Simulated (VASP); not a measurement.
# HgTe (P6_3mc) in VASP: a series of runs, part 2 of 3

VASP 6.6.1.

## (3) Single point, PBE (37.97 Å³/atom)

This run uses another cell than the first one, of 37.97 Å³/atom.

Input file INCAR:

```
ALGO     = Normal         # electronic algorithm
EDIFF    = 1E-6           # SCF threshold, eV
ENCUT    = 520            # plane-wave cutoff, eV
GGA      = PE             # functional
ISIF     = 2              # what is computed and relaxed
ISMEAR   = -1             # smearing method
LASPH    = T              # aspherical terms in the spheres
LCHARG   = F              # write CHGCAR
LREAL    = F              # projectors in reciprocal space
LWAVE    = F              # write WAVECAR
NBANDS   = 26             # bands
NELM     = 60             # most SCF steps
PREC     = Accurate       # precision mode
SIGMA    = 0.02           # smearing width, eV
```

Input file KPOINTS:

```
k-points
0
Gamma
  6 6 4
```

Input file POSCAR:

```
HgTe
1.0
    4.7453072618      0.0000000000      0.0000000000
   -2.3726536309      4.1095566375      0.0000000000
    0.0000000000      0.0000000000      7.7874170521
Hg Te
2 2
Direct
    0.3333333333      0.6666666667      0.0003155690
    0.6666666667      0.3333333333      0.5003155690
    0.3333333333      0.6666666667      0.3746844310
    0.6666666667      0.3333333333      0.8746844310
```

Potentials or basis: VASP PAW PBE potentials, release 64 (Hg, Te).

Command:

```sh
$ cat potpaw_PBE.64/Hg/POTCAR potpaw_PBE.64/Te/POTCAR > POTCAR
$ mpirun -np 1 vasp_std > vasp.out
```

OUTCAR:

```text
EDIFF = 1E-6
   ENCUT = 520
   GGA = PE
   ISIF = 2
   ISMEAR = -1
   LASPH = T
   LREAL = F
   NELM = 60
   PREC = Accurate

 ion  position               nearest neighbor table
   1  0.333  0.667  0.000-   4 2.91   4 2.91   4 2.91   3 2.92
   2  0.667  0.333  0.500-   3 2.91   3 2.91   3 2.91   4 2.92
   3  0.333  0.667  0.375-   2 2.91   2 2.91   2 2.91   1 2.92
   4  0.667  0.333  0.875-   1 2.91   1 2.91   1 2.91   2 2.92

  LATTYP: Found a hexagonal cell.
 ALAT       =     4.7453072618
 C/A-ratio  =     1.6410775156

  Lattice vectors:

 A1 = (   4.7453072618,   0.0000000000,   0.0000000000)
 A2 = (  -2.3726536309,   4.1095566375,   0.0000000000)
 A3 = (   0.0000000000,   0.0000000000,   7.7874170521)

Analysis of symmetry for initial positions (statically):
=====================================================================
 Subroutine PRICEL returns:
 Original cell was already a primitive cell.

 Routine SETGRP: Setting up the symmetry group for a
 hexagonal supercell.

 Subroutine GETGRP returns: Found 12 space group operations
 (whereof  6 operations were pure point group operations)
 out of a pool of 24 trial point group operations.

The static configuration has the point symmetry C_3v.
 The point group associated with its full space group is C_6v.

Analysis of symmetry for dynamics (positions and initial velocities):
=====================================================================
 Subroutine PRICEL returns:
 Original cell was already a primitive cell.

 Routine SETGRP: Setting up the symmetry group for a
 hexagonal supercell.

 Subroutine GETGRP returns: Found 12 space group operations
 (whereof  6 operations were pure point group operations)
 out of a pool of 24 trial point group operations.

The dynamic configuration has the point symmetry C_3v.
 The point group associated with its full space group is C_6v.

 Subroutine INISYM returns: Found 12 space group operations
 (whereof  6 operations are pure point group operations),
 and found     1 'primitive' translations

----------------------------------------------------------------------------------------

                                     Primitive cell

  volume of cell :     151.8633

  direct lattice vectors                    reciprocal lattice vectors
     4.745307262  0.000000000  0.000000000     0.210734510  0.121667626  0.000000000
    -2.372653631  4.109556637  0.000000000     0.000000000  0.243335252  0.000000000
     0.000000000  0.000000000  7.787417052     0.000000000  0.000000000  0.128412283

  length of vectors
     4.745307262  4.745307262  7.787417052     0.243335252  0.243335252  0.128412283

  position of ions in fractional coordinates (direct lattice)
     0.333333333  0.666666667  0.000315569
     0.666666667  0.333333333  0.500315569
     0.333333333  0.666666667  0.374684431
     0.666666667  0.333333333  0.874684431

  ion indices of the primitive-cell ions
   primitive index   ion index
                 1           1
                 2           2
                 3           3
                 4           4

----------------------------------------------------------------------------------------

 KPOINTS: k-points

Automatic generation of k-mesh.
 Grid dimensions read from file:
 generate k-points for:    6    6    4

 Generating k-lattice:

  Cartesian coordinates                     Fractional coordinates (reciprocal lattice)
     0.035122418  0.020277938  0.000000000     0.166666667  0.000000000  0.000000000
     0.000000000  0.040555875  0.000000000     0.000000000  0.166666667  0.000000000
     0.000000000  0.000000000  0.032103071     0.000000000  0.000000000  0.250000000

  Length of vectors
     0.040555875  0.040555875  0.032103071

  Shift w.r.t. Gamma in fractional coordinates (k-lattice)
     0.000000000  0.000000000  0.000000000

 Subroutine IBZKPT returns following result:
 ===========================================

 Found     21 irreducible k-points:

 Following reciprocal coordinates:
            Coordinates               Weight
  0.000000  0.000000  0.000000      1.000000
  0.166667  0.000000  0.000000      6.000000
  0.333333  0.000000  0.000000      6.000000
  0.500000 -0.000000  0.000000      3.000000
  0.166667  0.166667  0.000000      6.000000
  0.333333  0.166667  0.000000     12.000000
[... 13 lines left out ...]
  0.333333  0.166667  0.500000     12.000000
  0.333333  0.333333  0.500000      2.000000
   k-points           NKPTS =     21   k-points in BZ     NKDIM =     21   number of bands    NBANDS=     26
   number of dos      NEDOS =    301   number of ions     NIONS =      4
   total plane-waves  NPLWV =  77760
   dimension x,y,z NGX =    36 NGY =   36 NGZ =   60
   dimension x,y,z NGXF=    72 NGYF=   72 NGZF=  120
   ions per type =               2   2
   NGX,Y,Z   is equivalent  to a cutoff of  12.61, 12.61, 12.81 a.u.
   NGXF,Y,Z  is equivalent  to a cutoff of  25.22, 25.22, 25.62 a.u.
 SYSTEM =  unknown system
   PREC   = accura    normal or accurate (medium, high low for compatibility)
   ISTART =      0    job   : 0-new  1-cont  2-samecut
   ICHARG =      2    charge: 1-file 2-atom 10-const
   ISPIN  =      1    spin polarized calculation?
   LNONCOLLINEAR =      F non collinear calculations
   LSORBIT =      F    spin-orbit coupling
   LASPH  =      T    aspherical Exc in radial PAW
   ENCUT  =  520.0 eV  38.22 Ry    6.18 a.u.   8.82  8.82 14.48*2*pi/ulx,y,z
   NELM   =     60;   NELMIN=  2; NELMDL= -5     # of ELM steps
   EDIFF  = 0.1E-05   stopping-criterion for ELM
   LREAL  =      F    real-space projection
   EDIFFG = 0.1E-04   stopping-criterion for IOM
   NSW    =      0    number of steps for IOM
   IBRION =     -1    ionic relax: 0-MD 1-quasi-New 2-CG
   NFREE  =      0    steps in history (QN), initial steepest desc. (CG)
   ISIF   =      2    stress and relaxation
   ISYM   =      2    0-nonsym 1-usesym 2-fastsym
   POTIM  = 0.5000    time-step for ionic-motion
   TEBEG  =    0.0;   TEEND  =   0.0 temperature during run
   PSTRESS=    0.0 pullay stress
   NELECT =      36.0000    total number of electrons
   NUPDOWN=      -1.0000    fix difference up-down
   EMIN   =  10.00;   EMAX   =-10.00  energy-range for DOS
   EFERMI =   0.00;   METHOD = LEGACY
   ISMEAR =    -1;   SIGMA  =   0.02  broadening in eV -4-tet -1-fermi 0-gaus
   EFERMI_NEDOS =   21; number of points for ismear=-14 and -15
   IALGO  =     38    algorithm
   IMIX   =      4    mixing-type and parameters
     AMIX     =   0.40;   BMIX     =  1.00
     AMIX_MAG =   1.60;   BMIX_MAG =  1.00
  volume/ion in A,a.u.               =      37.97       256.21
  Fermi-wavevector in a.u.,A,eV,Ry     =   1.013191  1.914654 13.967148  1.026556
  Thomas-Fermi vector in A             =   2.146345
   LORBIT       =      0    0 simple, 1 ext, 2 COOP (PROOUT), +10 PAW based schemes
   GGA     = PE    functional components
   LHFCALC =     F    Hartree Fock is set to
   AEXX    =    0.0000 exact exchange contribution
   IVDW    =     0    specifies the selected vdW correction
   LEPSILON=     F    determine dielectric tensor
   LRPA    =     F    only Hartree local field effects (RPA)
 non-spin polarized calculation
  energy-cutoff  :      520.00
  volume of cell :      151.86
 maximum number of plane-waves:      4121
 NGX is ok and might be reduce to    36
   NGX = 17   NGY = 17   NGZ = 29

 number of electron      36.0000004 magnetization

 Free energy of the ion-electron system (eV)
  ---------------------------------------------------
  ext. energy  EPLUGINS =         0.00000000
  ---------------------------------------------------
  free energy    TOTEN  =        -7.25030039 eV

  energy without entropy =       -7.24986238  energy(sigma->0) =       -7.25008139

 E-fermi :   1.9544     XC(G=0):  -8.2107

 val. band max:        1.9528522787   @ k =   0.0000   0.0000   0.0000
 cond. band min:       2.5271403339   @ k =   0.0000   0.0000   0.0000
 fundamental gap:      0.5742880552
 Fermi energy:         1.9544269557

 k-point     1 :       0.0000    0.0000    0.0000
  band No.  band energies     occupation
      1      -9.2805      2.00000
      2      -8.8430      2.00000
      3      -4.7977      2.00000
      4      -4.7898      2.00000
      5      -4.7898      2.00000
      6      -4.7177      2.00000
[... 598 lines left out ...]
     25       8.8663      0.00000
     26       8.8663      0.00000

------------------------ aborting loop because EDIFF is reached ----------------------------------------

  FORCE on cell =-STRESS in cart. coord.  units (eV):
  Direction    XX          YY          ZZ          XY          YZ          ZX
  --------------------------------------------------------------------------------------
  -------------------------------------------------------------------------------------
  Total       -0.8395380     -0.8395380     -0.8443077      0.0000000      0.0000000      0.0000000
  in kB       -8.8572361     -8.8572361     -8.9075571      0.0000000      0.0000000      0.0000000
  external PRESSURE =      -8.8740098 kB  Pullay stress =       0.0000000 kB

 VOLUME and BASIS-vectors are now :
 -----------------------------------------------------------------------------
  energy-cutoff  :      520.00
  volume of cell :      151.86
      direct lattice vectors                 reciprocal lattice vectors
     4.745307262  0.000000000  0.000000000     0.210734510  0.121667626  0.000000000
    -2.372653631  4.109556637  0.000000000     0.000000000  0.243335252  0.000000000
     0.000000000  0.000000000  7.787417052     0.000000000  0.000000000  0.128412283

 POSITION                                       TOTAL-FORCE (eV/Angst)
 -----------------------------------------------------------------------------------
     -0.00000      2.73970      0.00246        -0.000000      0.000000     -0.002649
      2.37265      1.36985      3.89617        -0.000000      0.000000     -0.002649
     -0.00000      2.73970      2.91782        -0.000000      0.000000      0.002649
      2.37265      1.36985      6.81153         0.000000     -0.000000      0.002649
 -----------------------------------------------------------------------------------
    total drift:                               -0.000000      0.000000      0.001023

  FREE ENERGIE OF THE ION-ELECTRON SYSTEM (eV)
  ---------------------------------------------------
  free  energy   TOTEN  =        -7.2503003936 eV

  energy  without entropy=       -7.2498623846  energy(sigma->0) =       -7.25008139
```

Wall time 28 s (1 thread of Intel Xeon 6975P-C (Granite Rapids), shared host); peak memory 0.29 GiB.

What came out:

* Free energy: -7.2503 eV
* Pressure: -0.9 GPa
* Band gap on the k mesh: zero (filled and empty bands touch)

Forces on the atoms (eV/Å):
```
Hg   0.000  0.000 -0.003
Hg   0.000  0.000 -0.003
Te   0.000  0.000  0.003
Te   0.000  0.000  0.003
```

Caveat: semilocal functionals underestimate gaps, so a narrow gap can read as zero; spin-orbit coupling is left out, which moves the levels of the heavy elements.

(Continued in part 3 of 3.)
